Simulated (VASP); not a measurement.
Here is a VASP 6.6.1 calculation.

The input INCAR:

```
  PREC = Accurate
  ENCUT = 520
  EDIFF = 1E-6
  ISMEAR = 0
  SIGMA = 0.01
  LREAL = F
  LASPH = T
  NELM = 60
  ALGO = Normal
  ISIF = 2
  LWAVE = F
  LCHARG = T
  GGA = PS
  LELF = T
  LVHAR = T
  NBANDS = 21
```

File KPOINTS:

```
regular mesh
0
Gamma
  10 10 10
```

Contents of POSCAR:

```
Ge
1.0
    0.0000000000      2.8662440442      2.8160910551
    2.8662440442      0.0000000000      2.8160910551
    2.8662440442      2.8662440442      0.0000000000
Ge
2
Direct
    0.0000000000      0.0000000000      0.0000000000
    0.2500000000      0.2500000000      0.2500000000
```

Potentials or basis: VASP PAW PBE potentials, release 64 (Ge_d).

Launch:

```console
$ cat potpaw_PBE.64/Ge_d/POTCAR > POTCAR
$ mpirun -np 1 vasp_std > vasp.out
```

Problem. Estimate the band gap on the k mesh.

Solution. 0.10 eV, indirect (least direct gap 0.13 eV).

Problem. Estimate the pressure.

Solution. -1.2 GPa.

Stress tensor (GPa, compression positive):
```
-1.62  0.00  0.00
 0.00 -1.62  0.00
 0.00  0.00 -0.44
```

Caveat: the PAW data sets were made with another functional, which shifts forces and pressure a little. A k mesh can miss the band edges.
